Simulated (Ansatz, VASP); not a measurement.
## One calculation of SnTe, two programs

```
Sn Te
1.0
     0.00000    3.18933    3.18933
     3.18933    0.00000    3.18933
     3.18933    3.18933    0.00000
Sn Te
1 1
Direct
  0.00000 0.00000 0.00000
  0.50000 0.50000 0.50000
```

Alike in both runs: task single point; functional r2SCAN; k mesh 8 × 8 × 8; occupations fermi-dirac, width 0.02 eV; no spin polarisation.

|  | VASP | Ansatz |
| --- | --- | --- |
| version | VASP 6.6.1 | Ansatz 0.2.0 |
| potentials or method | VASP PAW PBE potentials, release 64 (Sn_d, Te) | plane waves, PAW |
| plane-wave cutoff (eV) | 520 | 500 |
| valence electrons in the cell | 20 | 30 |

|  | VASP | Ansatz | Ansatz less VASP |
| --- | --- | --- | --- |
| pressure (GPa) | -0.1 | -0.1 | +0.01 |

VASP's potentials were made for PBE, not for r2SCAN. With one functional, cell and mesh, what is left measures potentials, basis and numerics. VASP's potentials hold 20 valence electrons a cell and Ansatz's 30, so a difference there can come from the potentials and not from the codes.

Spin-orbit coupling is off throughout.
